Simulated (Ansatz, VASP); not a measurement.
# InSb: VASP beside Ansatz

```
CELL_PARAMETERS angstrom
0.00000 3.25993 3.25993
3.25993 0.00000 3.25993
3.25993 3.25993 0.00000
ATOMIC_POSITIONS crystal
In 0.00000 0.00000 0.00000
Sb 0.25000 0.25000 0.25000
```

Alike in both runs: functional PBEsol; k mesh 12 × 12 × 12; occupations gaussian, width 0.1 eV; no spin polarisation.

Ansatz relaxed the structure, and its values are those at the end. VASP's run is a single point on that final structure, the one shown.

```csv
,VASP,Ansatz
version,VASP 6.6.1,Ansatz 0.2.0
potentials or method,"VASP PAW PBE potentials, release 64 (In_d, Sb), cutoff 520 eV","scalar-relativistic, plane waves, PAW"
valence electrons in the cell,18,28
```

```tsv
	VASP	Ansatz	Ansatz less VASP
gap on the k mesh at the Fermi level (eV)	none	none	-
pressure (GPa)	0.0	0.0	-0.01
```

VASP's potentials were made for PBE, not for PBEsol. A gap of «none» marks a metal or a gap that the smearing closes. With one functional, cell and mesh, what is left measures potentials, basis and numerics. VASP's potentials hold 18 valence electrons a cell and Ansatz's 28, so a difference there can come from the potentials and not from the codes.

Neither program's run includes spin-orbit coupling.
